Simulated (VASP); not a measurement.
## Sb2As: single point with PBE

Crystal: Sb2As.

```
CELL_PARAMETERS angstrom
0.00000 3.34596 3.34596
3.34596 0.00000 3.34596
3.34596 3.34596 0.00000
ATOMIC_POSITIONS crystal
Sb 0.25000 0.25000 0.25000
Sb 0.75000 0.75000 0.75000
As 0.00000 0.00000 0.00000
```

- Program: VASP 6.6.1
- Task: single point
- Functional: PBE
- Potentials or basis: VASP PAW PBE potentials, release 64 (Sb, As)
- Cutoff: 520 eV
- k mesh: 6 × 6 × 6
- Occupations: gaussian, width 0.1 eV
- Spin: no spin polarisation
- Dipole correction: no
- Further INCAR settings: ALGO = Normal; EDIFF = 1e-06; NBANDS = 14

- Pressure: 9.2 GPa
- Band gap on the k mesh: zero (an odd number of electrons rules out a gap without spin polarisation)

Levels at points of the mesh, in eV from the Fermi level:
```
           k point  band 4  band 5  band 6  band 7  band 8  band 9  band 10  band 11  band 12  band 13
(0.00, 0.00, 0.00)   -3.00   -3.00   -3.00   -2.74   -2.74   -2.74     2.28     2.28     2.28     4.42
(0.50, 0.00, 0.00)   -4.29   -4.29   -1.78   -1.78   -1.75    1.76     2.83     3.05     3.05     6.15
(0.50, 0.50, 0.00)   -5.80   -5.80   -3.12    1.43    2.46    2.46     3.18     3.18     4.23     5.28
```

Wall time 9.4 s on 1 thread of Intel(R) Xeon(R) 6975P-C (Granite Rapids), with other jobs on the host, peak memory 0.2 GiB.

Caveat: the cell stands under pressure; spin-orbit coupling is left out, which moves the levels of the heavy elements; an odd number of electrons without spin polarisation forces a metal; a magnetic or distorted state may lie lower.
